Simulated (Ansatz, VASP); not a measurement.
# Zn in VASP and in Ansatz

```
Zn
1.0
     2.58970    0.00000    0.00000
    -1.29485    2.24274    0.00000
     0.00000    0.00000   20.91760
Zn
3
Direct
  0.00000 0.00000 0.38245
  0.33333 0.66667 0.50000
  0.00000 0.00000 0.61755
```

Alike in both runs: task single point; functional PBEsol; k mesh 16 × 16 × 1; occupations fermi-dirac, width 0.1 eV; no spin polarisation.

```csv
,VASP,Ansatz
version,VASP 6.6.1,Ansatz 0.2.0
potentials or method,"VASP PAW PBE potentials, release 64 (Zn), cutoff 520 eV","all-electron LAPW, scalar-relativistic"
```

```tsv
	VASP	Ansatz	Ansatz less VASP
rms of the force components (eV/Å)	0.036	0.041	+0.0045
```

VASP's potentials were made for PBE, not for PBEsol. Atom by atom the forces differ by 0.004 eV/Å (rms over components). Ansatz ran all-electron here, and VASP with PAW potentials.
